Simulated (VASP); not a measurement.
# Al12H in VASP: further runs

Runs on Al12H. Level: PBE. Tasks: single point.

All numbers are computed with VASP 6.6.1; they aren't measurements. Logs are shortened: lines on timing, memory, paths and dates and some standing lists are left out, and cuts for length are marked.

### 1 The cell of the first run

The cell holds a slab with vacuum, 13 atoms: a = 5.714 Å, b = 5.714 Å, c = 21.602 Å, α = 90.00°, β = 90.00°, γ = 120.00°.

### 2 Single point, PBE, collinear spin

INCAR

```
SYSTEM = Al12H
PREC = Accurate
ENCUT = 520
EDIFF = 1E-6
ISMEAR = 0
SIGMA = 0.1
LREAL = .FALSE.
LASPH = .TRUE.
NELM = 150
ALGO = Normal
ISIF = 2
LWAVE = .FALSE.
LCHARG = .FALSE.
ISPIN = 2
MAGMOM = 0 0 0 0 0 0 0 0 0 0 0 0 1
LORBIT = 11
LDIPOL = .TRUE.
IDIPOL = 3
DIPOL = 0.5 0.5 0.304
GGA = PE
NBANDS = 34
```

KPOINTS

```
Automatic mesh
0
G
  6 6 1
  0 0 0
```

POSCAR

```
Al12H
1.0
    5.7143028096      0.0000000000      0.0000000000
   -2.8571514048      4.9487313980      0.0000000000
    0.0000000000      0.0000000000     21.6016424764
Al H
12 1
Direct
    0.3333333333      0.1666666667      0.1851711047
    0.3333333333      0.6666666667      0.1851711047
    0.8333333333      0.1666666667      0.1851711047
    0.8333333333      0.6666666667      0.1851711047
    0.1666666667      0.3333333333      0.2916873740
    0.1666666667      0.8333333333      0.2916873740
    0.6666666667      0.3333333333      0.2916873740
    0.6666666667      0.8333333333      0.2916873740
    0.0000000000      0.0000000000      0.3981939098
    0.0000000000      0.5000000000      0.3981939098
    0.5000000000      0.0000000000      0.3981939098
    0.5000000000      0.5000000000      0.3981939098
    0.1666666667     -0.1666666667      0.4528193857
```

Potentials or basis: VASP PAW PBE potentials, release 64 (Al, H).

Started as:

```bash
cat potpaw_PBE.64/Al/POTCAR potpaw_PBE.64/H/POTCAR > POTCAR
mpirun -np 1 vasp_std > vasp.out
```

OUTCAR:

```text
SYSTEM = Al12H
   PREC = Accurate
   ENCUT = 520
   EDIFF = 1E-6
   ISMEAR = 0
   LREAL = .FALSE.
   LASPH = .TRUE.
   NELM = 150
   ISIF = 2
   ISPIN = 2
   LORBIT = 11
   GGA = PE

 ion  position               nearest neighbor table
   1  0.333  0.167  0.185-   5 2.83   6 2.83   7 2.83   4 2.86   2 2.86   2 2.86   4 2.86   3 2.86
                             3 2.86
   2  0.333  0.667  0.185-   6 2.83   5 2.83   8 2.83   3 2.86   1 2.86   1 2.86   3 2.86   4 2.86
                             4 2.86
   3  0.833  0.167  0.185-   7 2.83   8 2.83   5 2.83   4 2.86   2 2.86   4 2.86   2 2.86   1 2.86
                             1 2.86
   4  0.833  0.667  0.185-   8 2.83   7 2.83   6 2.83   3 2.86   1 2.86   3 2.86   1 2.86   2 2.86
                             2 2.86
   5  0.167  0.333  0.292-   9 2.83  12 2.83  10 2.83   1 2.83   2 2.83   3 2.83   8 2.86   6 2.86
                             6 2.86   8 2.86   7 2.86   7 2.86
   6  0.167  0.833  0.292-  10 2.83  11 2.83   9 2.83   2 2.83   1 2.83   4 2.83   7 2.86   5 2.86
                             5 2.86   7 2.86   8 2.86   8 2.86
   7  0.667  0.333  0.292-  11 2.83  10 2.83  12 2.83   3 2.83   4 2.83   1 2.83   8 2.86   6 2.86
                             8 2.86   6 2.86   5 2.86   5 2.86
   8  0.667  0.833  0.292-  12 2.83   9 2.83  11 2.83   4 2.83   3 2.83   2 2.83   7 2.86   5 2.86
                             7 2.86   5 2.86   6 2.86   6 2.86
   9  0.000  0.000  0.398-  13 2.03   5 2.83   8 2.83   6 2.83  12 2.86  10 2.86  10 2.86  12 2.86
                            11 2.86  11 2.86
  10  0.000  0.500  0.398-  13 2.03   6 2.83   7 2.83   5 2.83  11 2.86   9 2.86   9 2.86  11 2.86
                            12 2.86  12 2.86
  11  0.500  0.000  0.398-  13 2.03   7 2.83   6 2.83   8 2.83  12 2.86  10 2.86  12 2.86  10 2.86
                             9 2.86   9 2.86
  12  0.500  0.500  0.398-   8 2.83   5 2.83   7 2.83   9 2.86  11 2.86  11 2.86   9 2.86  10 2.86
                            10 2.86
  13  0.167  0.833  0.453-  10 2.03  11 2.03   9 2.03

  LATTYP: Found a hexagonal cell.
 ALAT       =     5.7143028096
 C/A-ratio  =     3.7802761240

  Lattice vectors:

 A1 = (   5.7143028096,   0.0000000000,   0.0000000000)
 A2 = (  -2.8571514048,   4.9487313980,   0.0000000000)
 A3 = (   0.0000000000,   0.0000000000,  21.6016424764)

Analysis of symmetry for initial positions (statically):
=====================================================================
 Subroutine PRICEL returns:
 Original cell was already a primitive cell.

 Routine SETGRP: Setting up the symmetry group for a
 hexagonal supercell.

 Subroutine GETGRP returns: Found  6 space group operations
 (whereof  2 operations were pure point group operations)
 out of a pool of 24 trial point group operations.

The static configuration has the point symmetry C_1h.
 The point group associated with its full space group is C_3v.

Analysis of symmetry for dynamics (positions and initial velocities):
=====================================================================
 Subroutine PRICEL returns:
 Original cell was already a primitive cell.

 Routine SETGRP: Setting up the symmetry group for a
 hexagonal supercell.

 Subroutine GETGRP returns: Found  6 space group operations
 (whereof  2 operations were pure point group operations)
 out of a pool of 24 trial point group operations.

The dynamic configuration has the point symmetry C_1h.
 The point group associated with its full space group is C_3v.

Analysis of structural, dynamic, and magnetic symmetry:
=====================================================================
 Subroutine PRICEL returns:
 Original cell was already a primitive cell.

 Routine SETGRP: Setting up the symmetry group for a
 hexagonal supercell.

 Subroutine GETGRP returns: Found  6 space group operations
 (whereof  2 operations were pure point group operations)
 out of a pool of 24 trial point group operations.

The overall configuration has the point symmetry C_1h.
 The point group associated with its full space group is C_3v.

 Subroutine INISYM returns: Found  6 space group operations
 (whereof  2 operations are pure point group operations),
 and found     1 'primitive' translations

----------------------------------------------------------------------------------------

                                     Primitive cell

  volume of cell :     610.8631

[... 106 lines left out ...]
   EFERMI =   0.00;   METHOD = LEGACY
   ISMEAR =     0;   SIGMA  =   0.10  broadening in eV -4-tet -1-fermi 0-gaus
   EFERMI_NEDOS =   21; number of points for ismear=-14 and -15
   IALGO  =     38    algorithm
   IMIX   =      4    mixing-type and parameters
     AMIX     =   0.40;   BMIX     =  1.00
     AMIX_MAG =   1.60;   BMIX_MAG =  1.00
  volume/ion in A,a.u.               =      46.99       317.10
  Fermi-wavevector in a.u.,A,eV,Ry     =   0.642926  1.214953  5.624015  0.413353
  Thomas-Fermi vector in A             =   1.709757
   LORBIT       =     11    0 simple, 1 ext, 2 COOP (PROOUT), +10 PAW based schemes
   GGA     = PE    functional components
   LHFCALC =     F    Hartree Fock is set to
   AEXX    =    0.0000 exact exchange contribution
   IVDW    =     0    specifies the selected vdW correction
   LEPSILON=     F    determine dielectric tensor
   LRPA    =     F    only Hartree local field effects (RPA)
 spin polarized calculation
 Gauss-broadening in eV      SIGMA  =   0.10
  energy-cutoff  :      520.00
  volume of cell :      610.86
 maximum number of plane-waves:     16489
   NGX = 21   NGY = 21   NGZ = 81

 dipolmoment           0.000000      0.000000     -0.002997 electrons x Angstroem

 number of electron      37.0000000 magnetization       0.0002125

 number of electron      37.0000000 magnetization      -0.0000319

 dipolmoment           0.000000      0.000000      0.010749 electrons x Angstroem

 Free energy of the ion-electron system (eV)
  ---------------------------------------------------
  ext. energy  EPLUGINS =         0.00000000
  ---------------------------------------------------
  free energy    TOTEN  =       -45.03578105 eV

  energy without entropy =      -45.01518156  energy(sigma->0) =      -45.02548131

 E-fermi :  -0.0453     XC(G=0):  -4.1570

 val. band max:       -0.0531248826   @ k =   0.1667   0.1667   0.0000
 cond. band min:       0.0986848265   @ k =   0.1667   0.1667   0.0000
 fundamental gap:      0.1518097091
 Fermi energy:        -0.0452774750

 spin component 1

 k-point     1 :       0.0000    0.0000    0.0000
  band No.  band energies     occupation
      1     -10.6567      1.00000
      2      -9.0938      1.00000
      3      -6.7560      1.00000
      4      -5.1517      1.00000
      5      -4.7519      1.00000
      6      -4.7519      1.00000
[... 220 lines left out ...]
     29       3.2931      0.00000
     30       3.2976      0.00000
 Fermi energy:        -0.0452774750

 spin component 2

 k-point     1 :       0.0000    0.0000    0.0000
  band No.  band energies     occupation
      1     -10.6567      1.00000
      2      -9.0938      1.00000
      3      -6.7560      1.00000
      4      -5.1517      1.00000
      5      -4.7519      1.00000
      6      -4.7519      1.00000
[... 220 lines left out ...]
     29       3.2931      0.00000
     30       3.2976      0.00000
 [bands above 30 left out]

------------------------ aborting loop because EDIFF is reached ----------------------------------------

 vacuum level on the upper side and lower side of the slab       (xc-potential included)         0.035        -0.032

  FORCE on cell =-STRESS in cart. coord.  units (eV):
  Direction    XX          YY          ZZ          XY          YZ          ZX
  --------------------------------------------------------------------------------------
  -------------------------------------------------------------------------------------
  Total       -2.7860244     -2.7860244      0.5074622      0.0000000     -0.0000000     -0.0000000
  in kB       -7.3072101     -7.3072101      1.3309766      0.0000000     -0.0000000     -0.0000000
  external PRESSURE =      -4.4278146 kB  Pullay stress =       0.0000000 kB

 VOLUME and BASIS-vectors are now :
 -----------------------------------------------------------------------------
  energy-cutoff  :      520.00
  volume of cell :      610.86
      direct lattice vectors                 reciprocal lattice vectors
     5.714302810  0.000000000  0.000000000     0.174999476  0.101035995  0.000000000
    -2.857151405  4.948731398  0.000000000     0.000000000  0.202071990  0.000000000
     0.000000000  0.000000000 21.601642476     0.000000000  0.000000000  0.046292776

 POSITION                                       TOTAL-FORCE (eV/Angst)
 -----------------------------------------------------------------------------------
      1.42858      0.82479      4.00000         0.000000      0.130160     -0.044498
     -0.00000      3.29915      4.00000         0.112722     -0.065080     -0.044498
      4.28573      0.82479      4.00000        -0.000000     -0.000000     -0.120284
      2.85715      3.29915      4.00000        -0.112722     -0.065080     -0.044498
      0.00000      1.64958      6.30093        -0.035530     -0.020513     -0.078644
     -1.42858      4.12394      6.30093        -0.000000     -0.000000      0.289133
      2.85715      1.64958      6.30093         0.035530     -0.020513     -0.078644
      1.42858      4.12394      6.30093        -0.000000      0.041026     -0.078644
      0.00000      0.00000      8.60164         0.055274     -0.031913      0.241208
     -1.42858      2.47437      8.60164        -0.000000      0.063825      0.241208
      2.85715      0.00000      8.60164        -0.055274     -0.031913      0.241208
      1.42858      2.47437      8.60164        -0.000000      0.000000     -0.084461
     -1.42858      4.12394      9.78164        -0.000000      0.000000     -0.438587
 -----------------------------------------------------------------------------------
    total drift:                               -0.000000      0.000000     -0.000152

  FREE ENERGIE OF THE ION-ELECTRON SYSTEM (eV)
  ---------------------------------------------------
  free  energy   TOTEN  =       -45.0357810499 eV

  energy  without entropy=      -45.0151815641  energy(sigma->0) =      -45.02548131

 vacuum level on the upper side and lower side of the slab         3.986         3.917

 total charge

# of ion       s       p       d       tot
------------------------------------------
    1        0.455   0.310   0.000   0.765
    2        0.455   0.310   0.000   0.765
    3        0.449   0.314   0.000   0.762
    4        0.455   0.310   0.000   0.765
    5        0.441   0.340   0.000   0.781
    6        0.427   0.350   0.000   0.777
    7        0.441   0.340   0.000   0.781
    8        0.441   0.340   0.000   0.781
    9        0.444   0.310   0.000   0.754
   10        0.444   0.310   0.000   0.754
   11        0.444   0.310   0.000   0.754
   12        0.455   0.317   0.000   0.772
   13        0.488   0.010   0.000   0.498
--------------------------------------------------
tot          5.838   3.868   0.000   9.706

 magnetization (x)

# of ion       s       p       d       tot
------------------------------------------
    1       -0.000  -0.000   0.000  -0.000
    2       -0.000  -0.000   0.000  -0.000
    3       -0.000  -0.000   0.000  -0.000
    4       -0.000  -0.000   0.000  -0.000
    5       -0.000   0.000   0.000  -0.000
    6       -0.000  -0.000   0.000  -0.000
    7       -0.000   0.000   0.000  -0.000
    8       -0.000   0.000   0.000  -0.000
    9        0.000   0.000   0.000   0.000
   10        0.000   0.000   0.000   0.000
   11        0.000   0.000   0.000   0.000
   12        0.000   0.000   0.000   0.000
   13       -0.000  -0.000   0.000  -0.000
--------------------------------------------------
tot         -0.000   0.000   0.000  -0.000
```

Run time: 9.7 min. Hardware: 1 thread of Intel Xeon Platinum 8559C (Emerald Rapids), shared host; peak memory 0.9 GiB.

What came out:

```
Free energy                                           : -45.0358 eV
Largest force                                         : 0.439 eV/Å
Net moment                                            : 0.00 μB per cell
Valence electrons inside the program's atomic spheres : Al 0.77, 0.76, 0.78, 0.75 (each value once); H 0.50
```

Forces on the atoms (eV/Å):
```
Al   0.000  0.130 -0.044
Al   0.113 -0.065 -0.044
Al   0.000  0.000 -0.120
Al  -0.113 -0.065 -0.044
Al  -0.036 -0.021 -0.079
Al   0.000  0.000  0.289
Al   0.036 -0.021 -0.079
Al   0.000  0.041 -0.079
Al   0.055 -0.032  0.241
Al   0.000  0.064  0.241
Al  -0.055 -0.032  0.241
Al   0.000  0.000 -0.084
H    0.000  0.000 -0.439
```

### 3 Single point, PBE, collinear spin

INCAR

```
PREC = Accurate ; ENCUT = 520
EDIFF = 1E-6 ; ISMEAR = 0
SIGMA = 0.1 ; LREAL = F
LASPH = T ; NELM = 150
ALGO = Normal ; ISIF = 2
LWAVE = F ; LCHARG = F
ISPIN = 2 ; MAGMOM = 0 0 0 0 0 0 0 0 0 0 0 0 1
LORBIT = 11 ; LDIPOL = T
IDIPOL = 3 ; DIPOL = 0.5 0.5 0.307
GGA = PE ; NBANDS = 34
```

KPOINTS

```
regular mesh
0
Gamma
  6 6 1
```

POSCAR: that of step 2 with these lines changed.

```diff
@@ -20,2 +20,2 @@
     0.5000000000      0.5000000000      0.3981939098
-    0.1666666667     -0.1666666667      0.4528193857
+    0.1666666667     -0.1666666667      0.4940199565
```

Potentials or basis: VASP PAW PBE potentials, release 64 (Al, H).

Started as:

```bash
cat potpaw_PBE.64/Al/POTCAR potpaw_PBE.64/H/POTCAR > POTCAR
mpirun -np 1 vasp_std > vasp.out
```

Wall time 11 min (1 thread of Intel Xeon Platinum 8559C (Emerald Rapids), shared host); peak memory 0.9 GiB.

The run converged. Its results:

| Item | Value |
| --- | --- |
| Free energy | -44.0756 eV |
| Largest force | 1.317 eV/Å |
| Net moment | 0.00 μB per cell |
| Valence electrons inside the program's atomic spheres | Al 0.76, 0.78, 0.77, 0.75 (each value once); H 0.41 |

Forces on the atoms (eV/Å):
```
Al   0.000  0.192 -0.061
Al   0.166 -0.096 -0.061
Al   0.000  0.000 -0.130
Al  -0.166 -0.096 -0.061
Al  -0.071 -0.041 -0.106
Al   0.000  0.000  0.278
Al   0.071 -0.041 -0.106
Al   0.000  0.082 -0.106
Al   0.178 -0.103  0.568
Al   0.000  0.205  0.568
Al  -0.178 -0.103  0.568
Al   0.000  0.000 -0.034
H    0.000  0.000 -1.317
```

Levels at points of the mesh, in eV from the Fermi level:
Spin up:
```csv
k point,band 15,band 16,band 17,band 18,band 19,band 20,band 21,band 22,band 23,band 24
"(0.00, 0.00, 0.00)",-2.76,-2.74,-1.21,-0.40,-0.40,-0.36,-0.14,-0.14,0.12,1.38
"(0.50, 0.00, 0.00)",-0.54,-0.53,-0.26,-0.25,-0.11,0.92,0.93,1.33,1.46,1.63
```
Spin down:
| k point | band 16 | band 17 | band 18 | band 19 | band 20 | band 21 | band 22 | band 23 |
| --- | --- | --- | --- | --- | --- | --- | --- | --- |
| (0.00, 0.00, 0.00) | -2.74 | -1.21 | -0.40 | -0.40 | -0.36 | -0.14 | -0.14 | 0.12 |
| (0.50, 0.00, 0.00) | -0.53 | -0.26 | -0.25 | -0.11 | 0.92 | 0.93 | 1.33 | 1.46 |
